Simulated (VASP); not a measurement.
# Cu (Fm-3m) in VASP: a series of runs

Runs on Cu. Level: HSE06. Tasks: single point.

All numbers are computed with VASP 6.6.1; they aren't measurements. Logs are shortened: lines on timing, memory, paths and dates and some standing lists are left out, and cuts for length are marked.

## Step 1: The cell of the first run

Symmetry: Fm-3m, No. 225, cubic system. The conventional cell has a = 3.642 Å, b = 3.642 Å, c = 3.642 Å, α = 90.00°, β = 90.00°, γ = 90.00°. Cu (site symmetry m-3m) has 12 Cu at 2.58 Å within 3.4 Å.

## Step 2: Single point, HSE06

Input file POSCAR:

```
Cu
1.0
    0.0000000000      1.8210299446      1.8210299446
    1.8210299446      0.0000000000      1.8210299446
    1.8210299446      1.8210299446      0.0000000000
Cu
1
Direct
    0.0000000000      0.0000000000      0.0000000000
```

Input file INCAR.step1:

```
SYSTEM = Cu
PREC = Accurate
ENCUT = 610
EDIFF = 1E-5
ISMEAR = -1
SIGMA = 0.1
LREAL = .False.
LASPH = .True.
NELM = 120
ALGO = Normal
ISIF = 2
LWAVE = .True.
NBANDS = 16
GGA = PE
GGA_COMPAT = .False.
```

Input file INCAR.step2:

```
SYSTEM = Cu
PREC = Accurate
ENCUT = 610
EDIFF = 1E-6
ISMEAR = -1
SIGMA = 0.1
LREAL = .False.
LASPH = .True.
NELM = 120
ALGO = Normal
ISIF = 2
LWAVE = .False.
LCHARG = .True.
GGA = PE
LHFCALC = .True.
HFSCREEN = 0.2079
PRECFOCK = Normal
LELF = .True.
LVHAR = .True.
NBANDS = 16
ISTART = 1
GGA_COMPAT = .False.
```

Input file KPOINTS:

```
Automatic mesh
0
Gamma
  6 6 6
  0 0 0
```

Potentials or basis: VASP PAW PBE potentials, release 64 (Cu_sv_GW).

Run with:

```
$ cat potpaw_PBE.64/Cu_sv_GW/POTCAR > POTCAR
$ cp INCAR.step1 INCAR
$ mpirun -np 1 vasp_std > vasp.out
$ cp INCAR.step2 INCAR
$ mpirun -np 1 vasp_std > vasp.out
```

OUTCAR:

```text
SYSTEM = Cu
   PREC = Accurate
   ENCUT = 610
   EDIFF = 1E-6
   ISMEAR = -1
   LREAL = .False.
   LASPH = .True.
   NELM = 120
   ISIF = 2
   GGA = PE
   LHFCALC = .True.
   HFSCREEN = 0.2079
   PRECFOCK = Normal
   ISTART = 1

 ion  position               nearest neighbor table
   1  0.000  0.000  0.000-

  LATTYP: Found a face centered cubic cell.
 ALAT       =     3.6420598892

  Lattice vectors:

 A1 = (   0.0000000000,   1.8210299446,   1.8210299446)
 A2 = (   1.8210299446,   0.0000000000,   1.8210299446)
 A3 = (   1.8210299446,   1.8210299446,   0.0000000000)

Analysis of symmetry for initial positions (statically):
=====================================================================
 Subroutine PRICEL returns:
 Original cell was already a primitive cell.

 Routine SETGRP: Setting up the symmetry group for a
 face centered cubic supercell.

 Subroutine GETGRP returns: Found 48 space group operations
 (whereof 48 operations were pure point group operations)
 out of a pool of 48 trial point group operations.

The static configuration has the point symmetry O_h .

Analysis of symmetry for dynamics (positions and initial velocities):
=====================================================================
 Subroutine PRICEL returns:
 Original cell was already a primitive cell.

 Routine SETGRP: Setting up the symmetry group for a
 face centered cubic supercell.

 Subroutine GETGRP returns: Found 48 space group operations
 (whereof 48 operations were pure point group operations)
 out of a pool of 48 trial point group operations.

The dynamic configuration has the point symmetry O_h .

 Subroutine INISYM returns: Found 48 space group operations
 (whereof 48 operations are pure point group operations),
 and found     1 'primitive' translations

----------------------------------------------------------------------------------------

                                     Primitive cell

  volume of cell :      12.0776

  direct lattice vectors                    reciprocal lattice vectors
     0.000000000  1.821029945  1.821029945    -0.274569895  0.274569895  0.274569895
     1.821029945  0.000000000  1.821029945     0.274569895 -0.274569895  0.274569895
     1.821029945  1.821029945  0.000000000     0.274569895  0.274569895 -0.274569895

  length of vectors
     2.575325245  2.575325245  2.575325245     0.475569008  0.475569008  0.475569008

  position of ions in fractional coordinates (direct lattice)
     0.000000000  0.000000000  0.000000000

  ion indices of the primitive-cell ions
   primitive index   ion index
                 1           1

----------------------------------------------------------------------------------------

 KPOINTS: Automatic mesh

Automatic generation of k-mesh.
 Grid dimensions read from file:
 generate k-points for:    6    6    6

 Generating k-lattice:

  Cartesian coordinates                     Fractional coordinates (reciprocal lattice)
    -0.045761649  0.045761649  0.045761649     0.166666667  0.000000000  0.000000000
     0.045761649 -0.045761649  0.045761649     0.000000000  0.166666667  0.000000000
     0.045761649  0.045761649 -0.045761649     0.000000000  0.000000000  0.166666667

  Length of vectors
     0.079261501  0.079261501  0.079261501

  Shift w.r.t. Gamma in fractional coordinates (k-lattice)
     0.000000000  0.000000000  0.000000000

 Subroutine IBZKPT returns following result:
 ===========================================

 Found     16 irreducible k-points:

 Following reciprocal coordinates:
            Coordinates               Weight
  0.000000  0.000000  0.000000      1.000000
  0.166667  0.000000  0.000000      8.000000
  0.333333  0.000000  0.000000      8.000000
  0.500000  0.000000  0.000000      4.000000
  0.166667  0.166667  0.000000      6.000000
  0.333333  0.166667  0.000000     24.000000
[... 8 lines left out ...]
 -0.333333  0.333333  0.166667     24.000000
 -0.333333  0.500000  0.166667     12.000000
   k-points           NKPTS =     16   k-points in BZ     NKDIM =    216   number of bands    NBANDS=     16
   number of dos      NEDOS =    301   number of ions     NIONS =      1
   total plane-waves  NPLWV =  13824
   dimension x,y,z NGX =    24 NGY =   24 NGZ =   24
   dimension x,y,z NGXF=    48 NGYF=   48 NGZF=   48
   ions per type =               1
   NGX,Y,Z   is equivalent  to a cutoff of  15.49, 15.49, 15.49 a.u.
   NGXF,Y,Z  is equivalent  to a cutoff of  30.99, 30.99, 30.99 a.u.
 SYSTEM =  Cu
   PREC   = accura    normal or accurate (medium, high low for compatibility)
   ISTART =      1    job   : 0-new  1-cont  2-samecut
   ICHARG =      0    charge: 1-file 2-atom 10-const
   ISPIN  =      1    spin polarized calculation?
   LNONCOLLINEAR =      F non collinear calculations
   LSORBIT =      F    spin-orbit coupling
   LASPH  =      T    aspherical Exc in radial PAW
   ENCUT  =  610.0 eV  44.83 Ry    6.70 a.u.   5.19  5.19  5.19*2*pi/ulx,y,z
   NELM   =    120;   NELMIN=  2; NELMDL=  0     # of ELM steps
   EDIFF  = 0.1E-05   stopping-criterion for ELM
   LREAL  =      F    real-space projection
   EDIFFG = 0.1E-04   stopping-criterion for IOM
   NSW    =      0    number of steps for IOM
   IBRION =     -1    ionic relax: 0-MD 1-quasi-New 2-CG
   NFREE  =      0    steps in history (QN), initial steepest desc. (CG)
   ISIF   =      2    stress and relaxation
   ISYM   =      3    0-nonsym 1-usesym 2-fastsym
   POTIM  = 0.5000    time-step for ionic-motion
   TEBEG  =    0.0;   TEEND  =   0.0 temperature during run
   PSTRESS=    0.0 pullay stress
   NELECT =      19.0000    total number of electrons
   NUPDOWN=      -1.0000    fix difference up-down
   EMIN   =  10.00;   EMAX   =-10.00  energy-range for DOS
   EFERMI =   0.00;   METHOD = LEGACY
   ISMEAR =    -1;   SIGMA  =   0.10  broadening in eV -4-tet -1-fermi 0-gaus
   EFERMI_NEDOS =   21; number of points for ismear=-14 and -15
   IALGO  =     38    algorithm
   IMIX   =      1    mixing-type and parameters
     AMIX     =   0.40;   BMIX     =  1.00
     AMIX_MAG =   1.60;   BMIX_MAG =  1.00
  volume/ion in A,a.u.               =      12.08        81.50
  Fermi-wavevector in a.u.,A,eV,Ry     =   1.903994  3.598027 49.323756  3.625194
  Thomas-Fermi vector in A             =   2.942298
   LORBIT       =      0    0 simple, 1 ext, 2 COOP (PROOUT), +10 PAW based schemes
   GGA     = PE    functional components
   LHFCALC =     T    Hartree Fock is set to
   PRECFOCK=normal    Normal, Fast or Accurate (Low or Medium for compatibility)
   ENCUT4O =  -1.0   cutoff for four orbital integrals eV
   NKREDX  =     1    reduce k-point grid by
   NKREDY  =     1    reduce k-point grid by
   NKREDZ  =     1    reduce k-point grid by
   AEXX    =    0.2500 exact exchange contribution
   HFSCREEN=    0.2079 screening length (either q_TF or 0.3 A-1)
   HFSCREENC=   0.2079 screening length for correlation (either q_TF or 0.3 A-1)
   ENCUTFOCK=  -1.0 apply spherical cutoff to Coloumb kernel
   IVDW    =     0    specifies the selected vdW correction
   LEPSILON=     F    determine dielectric tensor
   LRPA    =     F    only Hartree local field effects (RPA)
 non-spin polarized calculation
  energy-cutoff  :      610.00
  volume of cell :       12.08
 maximum number of plane-waves:       432
 NGX is ok and might be reduce to    24
  NGX = 16; NGY = 16; NGZ = 16

 number of electron      19.0000010 magnetization

 Free energy of the ion-electron system (eV)
  ---------------------------------------------------
  ext. energy  EPLUGINS =         0.00000000
  ---------------------------------------------------
  free energy    TOTEN  =        -3.60965398 eV

  energy without entropy =       -3.59376839  energy(sigma->0) =       -3.60171119

 E-fermi :   6.7494     XC(G=0): -10.6513

 val. band max:        6.6947092037   @ k =   0.5000   0.3333   0.1667
 cond. band min:       7.4781801391   @ k =   0.5000   0.1667   0.0000
 fundamental gap:      0.7834709355
 Fermi energy:         6.7493527932

 k-point     1 :       0.0000    0.0000    0.0000
  band No.  band energies     occupation
      1    -111.3297      2.00000
      2     -67.0912      2.00000
      3     -67.0912      2.00000
      4     -67.0912      2.00000
      5      -3.1257      2.00000
      6       2.6801      2.00000
[... 8 lines left out ...]
     15      36.0568      0.00000
     16      36.0568      0.00000

 k-point     2 :       0.1667    0.0000    0.0000
  band No.  band energies     occupation
      1    -111.3259      2.00000
      2     -67.1201      2.00000
      3     -67.0965      2.00000
      4     -67.0965      2.00000
      5      -2.0317      2.00000
      6       2.5263      2.00000
[... 8 lines left out ...]
     15      37.6754      0.00000
     16      38.2848      0.00000

 k-point     3 :       0.3333    0.0000    0.0000
  band No.  band energies     occupation
      1    -111.3191      2.00000
      2     -67.1792      2.00000
      3     -67.1072      2.00000
      4     -67.1072      2.00000
      5       0.2756      2.00000
      6       2.7367      2.00000
[... 8 lines left out ...]
     15      34.9564      0.00000
     16      34.9564      0.00000

 k-point     4 :       0.5000    0.0000    0.0000
  band No.  band energies     occupation
      1    -111.3148      2.00000
      2     -67.2088      2.00000
      3     -67.1124      2.00000
      4     -67.1124      2.00000
      5       0.7585      2.00000
      6       2.6144      2.00000
[... 8 lines left out ...]
     15      33.3226      0.00000
     16      33.3226      0.00000

 k-point     5 :       0.1667    0.1667    0.0000
  band No.  band energies     occupation
      1    -111.3246      2.00000
      2     -67.1189      2.00000
      3     -67.1035      2.00000
      4     -67.1035      2.00000
      5      -1.6757      2.00000
      6       2.3042      2.00000
[... 8 lines left out ...]
     15      33.9890      0.00000
     16      41.2061      0.00000

 k-point     6 :       0.3333    0.1667    0.0000
  band No.  band energies     occupation
      1    -111.3190      2.00000
      2     -67.1631      2.00000
      3     -67.1152      2.00000
      4     -67.1148      2.00000
      5       0.3131      2.00000
      6       2.0931      2.00000
[... 8 lines left out ...]
     15      35.1385      0.00000
     16      40.1585      0.00000
[... 115 lines left out ...]
 k-point    13 :       0.5000    0.5000    0.0000
  band No.  band energies     occupation
      1    -111.3104      2.00000
      2     -67.2056      2.00000
      3     -67.1404      2.00000
      4     -67.1404      2.00000
      5       0.7946      2.00000
      6       1.2377      2.00000
[... 8 lines left out ...]
     15      28.5169      0.00000
     16      50.3258      0.00000

 k-point    14 :       0.5000    0.3333    0.1667
  band No.  band energies     occupation
      1    -111.3139      2.00000
      2     -67.1806      2.00000
      3     -67.1434      2.00000
      4     -67.1222      2.00000
      5       1.4862      2.00000
      6       1.9033      2.00000
[... 8 lines left out ...]
     15      34.4101      0.00000
     16      38.6654      0.00000

 k-point    15 :      -0.3333    0.3333    0.1667
  band No.  band energies     occupation
      1    -111.3116      2.00000
      2     -67.1862      2.00000
      3     -67.1578      2.00000
      4     -67.1300      2.00000
      5       1.8085      2.00000
      6       1.8724      2.00000
[... 8 lines left out ...]
     15      35.9627      0.00000
     16      41.9658      0.00000

 k-point    16 :      -0.3333    0.5000    0.1667
  band No.  band energies     occupation
      1    -111.3106      2.00000
      2     -67.1895      2.00000
      3     -67.1569      2.00000
      4     -67.1409      2.00000
      5       1.3156      2.00000
      6       1.6796      2.00000
[... 8 lines left out ...]
     15      34.4481      0.00000
     16      41.6020      0.00000

------------------------ aborting loop because EDIFF is reached ----------------------------------------

  FORCE on cell =-STRESS in cart. coord.  units (eV):
  Direction    XX          YY          ZZ          XY          YZ          ZX
  --------------------------------------------------------------------------------------
  -------------------------------------------------------------------------------------
  Total       -0.3937256     -0.3937256     -0.3937256      0.0000000      0.0000000      0.0000000
  in kB      -52.2303593    -52.2303593    -52.2303593      0.0000000      0.0000000      0.0000000
  external PRESSURE =     -52.2303593 kB  Pullay stress =       0.0000000 kB

 VOLUME and BASIS-vectors are now :
 -----------------------------------------------------------------------------
  energy-cutoff  :      610.00
  volume of cell :       12.08
      direct lattice vectors                 reciprocal lattice vectors
     0.000000000  1.821029945  1.821029945    -0.274569895  0.274569895  0.274569895
     1.821029945  0.000000000  1.821029945     0.274569895 -0.274569895  0.274569895
     1.821029945  1.821029945  0.000000000     0.274569895  0.274569895 -0.274569895

 POSITION                                       TOTAL-FORCE (eV/Angst)
 -----------------------------------------------------------------------------------
      0.00000      0.00000      0.00000         0.000000     -0.000000      0.000000
 -----------------------------------------------------------------------------------
    total drift:                                0.000001      0.000002      0.000002

  FREE ENERGIE OF THE ION-ELECTRON SYSTEM (eV)
  ---------------------------------------------------
  free  energy   TOTEN  =        -3.6096539764 eV

  energy  without entropy=       -3.5937683941  energy(sigma->0) =       -3.60171119
```

It took 18 min on 1 thread of Intel Xeon Platinum 8259CL at 2.50GHz (Skylake/Cascade Lake), shared host; peak memory 0.25 GiB.

What came out:

```yaml
Free_energy: -3.6097 eV
Pressure: -5.2 GPa
Band_gap_on_the_k_mesh: zero (an odd number of electrons rules out a gap without spin polarisation)
```

Levels at points of the mesh, in eV from the Fermi level:
| k point | band 7 | band 8 | band 9 | band 10 | band 11 | band 12 | band 13 | band 14 |
| --- | --- | --- | --- | --- | --- | --- | --- | --- |
| (0.00, 0.00, 0.00) | -4.07 | -4.07 | -3.27 | -3.27 | 23.85 | 26.72 | 26.72 | 26.72 |
| (0.50, 0.00, 0.00) | -4.13 | -2.56 | -2.56 | -0.65 | 4.64 | 22.29 | 23.64 | 23.64 |
| (0.50, 0.50, 0.00) | -2.66 | -2.36 | -2.36 | 2.26 | 8.22 | 14.43 | 14.43 | 19.05 |

Caveat: the k points lie up to 0.50 Å⁻¹ apart, too coarse for converged energies and pressures of a metal; the PAW data sets were made with another functional, which shifts forces and pressure a little.

(Part 1 of 2 ends here.)

The gap in the log of VASP goes by the Fermi energy; the results here count the filled bands.